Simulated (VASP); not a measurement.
Here is a VASP 6.6.1 calculation.

Contents of INCAR:

```
SYSTEM = BeZn2O3
  PREC = Accurate
  ENCUT = 600
  EDIFF = 1E-6
  ISMEAR = 0
  SIGMA = 0.15
  LREAL = .False.
  LASPH = .True.
  NELM = 120
  ALGO = Normal
  ISIF = 2
  LWAVE = .False.
  LCHARG = .True.
  GGA = PE
  LELF = .True.
  LVHAR = .True.
  NBANDS = 31
  GGA_COMPAT = .False.
```

The input KPOINTS:

```
regular mesh
0
Gamma
  4 4 2
  0 0 0
```

The input POSCAR:

```
BeZn2O3
1.0
    3.4848035301     -0.0000000033      0.0000000000
   -1.7424017622      3.0179283859      0.0000000000
    0.0000000000      0.0000000000      8.2634352395
Be Zn O
1 2 3
Direct
    0.0000000000      0.0000000000      0.0000000000
    0.0000000000      0.0000000000      0.7137455739
    0.0000000000      0.0000000000      0.2862544261
    0.3333333333      0.6666666667      0.0000000000
    0.6666666667      0.3333333333      0.0000000000
    0.0000000000      0.0000000000      0.5000000000
```

Potentials or basis: VASP PAW PBE potentials, release 64 (Be, Zn, O).

Run with:

```bash
$ cat potpaw_PBE.64/Be/POTCAR potpaw_PBE.64/Zn/POTCAR potpaw_PBE.64/O/POTCAR > POTCAR
$ mpirun -np 1 vasp_std > vasp.out
```

Q: Estimate the band gap on the k mesh.

A: Zero (band 22 reaches 1.06 eV, above the bottom of band 23 at -0.09 eV).

Q: Predict the pressure.

A: 0.2 GPa.

Q: Predict the largest force.

A: 0.167 eV/Å.

Stress tensor (GPa, compression positive):
```
-0.05  0.00  0.00
 0.00 -0.05  0.00
 0.00  0.00  0.83
```

Caveat: the k points lie up to 0.52 Å⁻¹ apart.
